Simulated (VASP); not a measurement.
Set up this calculation in VASP 6.6.1, as the native input.

| Item | Value |
| --- | --- |
| Task | single point |
| Functional | PBEsol |
| Potentials or basis | VASP PAW PBE potentials, release 64 (Co, O) |
| Cutoff | 520 eV |
| k mesh | 10 × 10 × 10 |
| Occupations | fermi-dirac, width 0.05 eV |
| Spin | collinear spin, ferromagnetic start |
| Starting moments | [2.0, 0.0] μB |
| Dipole correction | no |
| Further INCAR settings | ALGO = Normal; EDIFF = 1e-06; NBANDS = 18 |

The structure of CoO lies in POSCAR:

```
CoO
1.0
    1.4919056142      0.8613521080      2.4359892419
   -1.4919056142      0.8613521080      2.4359892419
    0.0000000000     -1.7227042159      2.4359892419
Co O
1 1
Direct
    1.0000086141      1.0000086141      1.0000086141
    0.7499907359      0.7499907359      0.7499907359
```

The input as run:

INCAR

```
PREC     = Accurate       # precision mode
ENCUT    = 520            # plane-wave cutoff, eV
EDIFF    = 1E-6           # SCF threshold, eV
ISMEAR   = -1             # smearing method
SIGMA    = 0.05           # smearing width, eV
LREAL    = F              # projectors in reciprocal space
LASPH    = T              # aspherical terms in the spheres
NELM     = 150            # most SCF steps
ALGO     = Normal         # electronic algorithm
ISIF     = 2              # what is computed and relaxed
LWAVE    = F              # write WAVECAR
LCHARG   = F              # write CHGCAR
ISPIN    = 2              # spin polarisation
MAGMOM   = 2 0            # initial moments
LORBIT   = 11             # projections on sites
LMAXMIX  = 4              # l up to which the mixer works
GGA      = PS             # functional
NBANDS   = 18             # bands
```

KPOINTS

```
Automatic mesh
0
Gamma
  10 10 10
```

Potentials or basis: VASP PAW PBE potentials, release 64 (Co, O).

Command:

```console
$ cat potpaw_PBE.64/Co/POTCAR potpaw_PBE.64/O/POTCAR > POTCAR
$ mpirun -np 1 vasp_std > vasp.out
```

It gave:

| Property | Result |
| --- | --- |
| Pressure | 20.2 GPa |
| Net moment | 1.64 μB per cell |
| Site moments | Co +1.45; O +0.15 μB |
| Valence electrons inside the program's atomic spheres | Co 8.50; O 5.04 |

Caveat: the cell stands under pressure; the PAW data sets were made with another functional, which shifts forces and pressure a little; a cell with one magnetic atom can't hold antiferromagnetic order, which such compounds often take.

Wall time 26 s on 1 thread of Intel(R) Xeon(R) 6975P-C (Granite Rapids), with other jobs on the host, peak memory 0.19 GiB.
